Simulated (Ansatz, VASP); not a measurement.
## One calculation of W3O, two programs

The input INCAR:

```
PREC = Accurate
ENCUT = 520
EDIFF = 1E-6
ISMEAR = 0
SIGMA = 0.15
LREAL = F
LASPH = T
NELM = 80
ALGO = Normal
ISIF = 2
LWAVE = F
LCHARG = F
GGA = PS
NBANDS = 58
```

File KPOINTS:

```
Automatic mesh
0
Gamma
  8 8 8
```

The input POSCAR:

```
W3O
1.0
    4.7588794210      0.0000000000      0.0000000000
    0.0000000000      4.7588794210      0.0000000000
    0.0000000000      0.0000000000      4.7588794210
W O
6 2
Direct
    0.5000000000      0.7500000000      0.0000000000
    0.0000000000      0.5000000000      0.7500000000
    0.2500000000      0.0000000000      0.5000000000
    0.5000000000      0.2500000000      0.0000000000
    0.0000000000      0.5000000000      0.2500000000
    0.7500000000      0.0000000000      0.5000000000
    0.5000000000      0.5000000000      0.5000000000
    0.0000000000      0.0000000000      0.0000000000
```

Input for Ansatz:

```yaml
crystal:
  lattice:
    - [4.758879421, 0.0, 0.0]
    - [0.0, 4.758879421, 0.0]
    - [0.0, 0.0, 4.758879421]
  atoms:
    - { symbol: W, position: [0.5, 0.75, 0.0] }
    - { symbol: W, position: [0.0, 0.5, 0.75] }
    - { symbol: W, position: [0.25, 0.0, 0.5] }
    - { symbol: W, position: [0.5, 0.25, 0.0] }
    - { symbol: W, position: [0.0, 0.5, 0.25] }
    - { symbol: W, position: [0.75, 0.0, 0.5] }
    - { symbol: O, position: [0.5, 0.5, 0.5] }
    - { symbol: O, position: [0.0, 0.0, 0.0] }
basis:
  ecutwfc: 420
kpoints:
  mp_grid: { grid: [8, 8, 8] }
hamiltonian:
  xc: pbesol
scf:
  occupations: { method: gaussian, width: 0.15 }
output:
  forces: true
  stress: true
  eigenvalues: true
```

Change from the starting cell: strain -0.015 along x and y, -0.015 along z, atoms carried along.

Alike in both runs: task single point; functional PBEsol; k mesh 8 × 8 × 8; occupations gaussian, width 0.15 eV; no spin polarisation.

```csv
,VASP,Ansatz
version,VASP 6.6.1,Ansatz 0.2.0
potentials or method,"VASP PAW PBE potentials, release 64 (W_sv, O), cutoff 520 eV","scalar-relativistic, plane waves, PAW"
valence electrons in the cell,96,96
```

|  | VASP | Ansatz | Ansatz less VASP |
| --- | --- | --- | --- |
| gap on the k mesh at the Fermi level (eV) | none | none | - |
| pressure (GPa) | 14.3 | 12.9 | -1.43 |

VASP's potentials were made for PBE, not for PBEsol. A gap of «none» marks a metal or a gap that the smearing closes.

Neither program's run includes spin-orbit coupling.
